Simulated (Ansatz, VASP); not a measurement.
**SnSe: VASP beside Ansatz**

```
Sn Se
1.0
    11.51444    0.00000    0.00000
     0.00000    4.06825    0.00000
     0.00000    0.00000    4.63628
Sn Se
4 4
Direct
  0.11728 0.25000 0.12130
  0.38272 0.75000 0.62130
  0.61728 0.25000 0.37870
  0.88272 0.75000 0.87870
  0.35324 0.25000 0.01561
  0.14676 0.75000 0.51561
  0.85324 0.25000 0.48439
  0.64676 0.75000 0.98439
```

Alike in both runs: functional r2SCAN; k mesh 4 × 8 × 6; occupations fermi-dirac, width 0.02 eV; no spin polarisation.

Ansatz relaxed the structure, and its values are those at the end. VASP's run is a single point on that final structure, the one shown.

```csv
,VASP,Ansatz
version,VASP 6.6.1,Ansatz 0.2.0
potentials or method,"VASP PAW PBE potentials, release 64 (Sn_d, Se), cutoff 520 eV",PAW plane waves
valence electrons in the cell,80,120
```

```tsv
	VASP	Ansatz	Ansatz less VASP
gap on the k mesh at the Fermi level (eV)	0.92	0.92	+0.003
pressure (GPa)	1.2	1.2	-0.03
rms of the force components (eV/Å)	0.010	0.001	-0.0094
```

VASP's potentials were made for PBE, not for r2SCAN. VASP's potentials hold 80 valence electrons a cell and Ansatz's 120, so a difference there can come from the potentials and not from the codes. Ansatz's warnings: stress scf threshold loose.
